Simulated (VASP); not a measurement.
**HfC (CsCl type): relaxation of cell and atoms with PBE**

The system is HfC (CsCl type).

```
CELL_PARAMETERS angstrom
2.74530 0.00000 0.00000
0.00000 2.74530 0.00000
0.00000 0.00000 2.74530
ATOMIC_POSITIONS crystal
Hf 0.00000 0.00000 0.00000
C 0.50000 0.50000 0.50000
```

```
Program                : VASP 6.6.1
Task                   : relaxation of cell and atoms
Functional             : PBE
Potentials or basis    : VASP PAW PBE potentials, release 64 (Hf_pv, C)
Cutoff                 : 600 eV
k mesh                 : 14 × 14 × 14
Occupations            : fermi-dirac, width 0.1 eV
Spin                   : no spin polarisation
Target pressure        : 47 GPa
Dipole correction      : no
Further INCAR settings : ALGO = Normal; EDIFF = 1e-06; IBRION = 2; EDIFFG = -0.005; NSW = 32; ISIF = 3
```

| Property | Result |
| --- | --- |
| Relaxed volume | 10.29 Å³/atom |
| Relaxed cell | a = 2.741 Å, b = 2.741 Å, c = 2.741 Å, α = 90.00°, β = 90.00°, γ = 90.00° |
| Space group after relaxing (to 0.1 Å) | Pm-3m (No. 221) |
| Energy change on relaxing (the run minimises the enthalpy) | +14.9 meV/atom |
| Ionic steps | 3 |
| Pressure after relaxing | 47.0 GPa |
| Band gap on the k mesh | zero (bands 7 and 8 overlap by 2.44 eV) |

The path:
| step | energy change (eV) | largest force (eV/Å) | pressure (GPa) | volume (Å³) |
| --- | --- | --- | --- | --- |
| 1 | 0.0000 | 0.0000 | 45.13 | 20.69 |
| 2 | 0.1086 | 0.0000 | 51.85 | 20.33 |
| 3 | 0.0297 | 0.0000 | 47.01 | 20.59 |

Final structure:
```
Hf C
1.0
     2.74072    0.00000    0.00000
     0.00000    2.74072    0.00000
     0.00000    0.00000    2.74072
Hf C
1 1
Direct
  0.00000 0.00000 0.00000
  0.50000 0.50000 0.50000
```

Levels at points of the mesh, in eV from the Fermi level:
| k point | band 4 | band 5 | band 6 | band 7 | band 8 | band 9 | band 10 | band 11 |
| --- | --- | --- | --- | --- | --- | --- | --- | --- |
| (0.00, 0.00, 0.00) | -13.76 | -2.49 | -2.49 | 1.33 | 1.33 | 1.33 | 7.32 | 7.32 |
| (0.50, 0.00, 0.00) | -9.52 | -7.48 | -1.38 | -1.38 | -1.02 | 8.09 | 8.19 | 9.98 |
| (0.50, 0.50, 0.00) | -11.01 | -2.65 | -2.65 | -1.19 | 2.14 | 3.52 | 3.52 | 6.18 |
| (0.50, 0.50, 0.50) | -7.28 | -6.65 | -6.65 | -6.65 | 10.94 | 10.94 | 10.94 | 11.09 |

Wall time 27 s on 1 thread of Intel(R) Xeon(R) Platinum 8488C (Sapphire Rapids) (shared host), peak memory 0.18 GiB.

Caveat: the cell is relaxed towards a set pressure, so the run minimises the enthalpy, not the energy; spin-orbit coupling is left out, which moves the levels of the heavy elements.
